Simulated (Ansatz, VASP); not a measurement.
**One calculation of Hg, two programs**

```
Hg
1.0
    -2.06969    2.06969    1.80226
     2.06969   -2.06969    1.80226
     2.06969    2.06969   -1.80226
Hg
1
Direct
  0.00000 0.00000 0.00000
```

Alike in both runs: task single point; functional PBEsol; k mesh 18 × 18 × 18; occupations gaussian, width 0.15 eV; no spin polarisation.

|  | VASP | Ansatz |
| --- | --- | --- |
| version | VASP 6.6.1 | Ansatz 0.2.0 |
| potentials or method | VASP PAW PBE potentials, release 64 (Hg), cutoff 520 eV | scalar-relativistic, plane waves, PAW |
| valence electrons in the cell | 12 | 20 |

|  | VASP | Ansatz | Ansatz less VASP |
| --- | --- | --- | --- |
| gap on the k mesh at the Fermi level (eV) | none | none | - |
| pressure (GPa) | -3.1 | -3.2 | -0.08 |
| traceless stress, the component that is largest in VASP (GPa) | 0.12 | 0.12 | -0.002 |

VASP's potentials were made for PBE, not for PBEsol. A gap of «none» marks a metal or a gap that the smearing closes. VASP's potentials hold 12 valence electrons a cell and Ansatz's 20, so a difference there can come from the potentials and not from the codes.

Neither program's run includes spin-orbit coupling.
